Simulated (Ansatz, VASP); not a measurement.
## Pt in VASP and in Ansatz

```
Pt
1.0
     2.81496    0.00000    0.00000
    -1.40748    2.43783    0.00000
     0.00000    0.00000    4.69387
Pt
2
Direct
  0.66667 0.33333 0.75000
  0.33333 0.66667 0.25000
```

Change from the starting cell: strain +0.030 along x and y, -0.015 along z, atoms carried along.

Alike in both runs: task single point; functional r2SCAN; k mesh 24 × 24 × 12; occupations gaussian, width 0.15 eV; no spin polarisation.

|  | VASP | Ansatz |
| --- | --- | --- |
| version | VASP 6.6.1 | Ansatz 0.2.0 |
| potentials or method | VASP PAW PBE potentials, release 64 (Pt), cutoff 520 eV | scalar-relativistic, plane waves, PAW |
| valence electrons in the cell | 20 | 36 |

VASP gave:

| Item | Value |
| --- | --- |
| gap on the k mesh at the Fermi level (eV) | none |
| pressure (GPa) | -10.3 |
| traceless stress, the component that is largest in VASP (GPa) | 4.57 |

What did Ansatz give for the same quantities?

gap on the k mesh at the Fermi level (eV): none; pressure (GPa): -10.8; traceless stress, the component that is largest in VASP (GPa): 4.69.

VASP's potentials were made for PBE, not for r2SCAN. A gap of «none» marks a metal or a gap that the smearing closes. VASP's potentials hold 20 valence electrons a cell and Ansatz's 36, so a difference there can come from the potentials and not from the codes.

Spin-orbit coupling is off throughout.
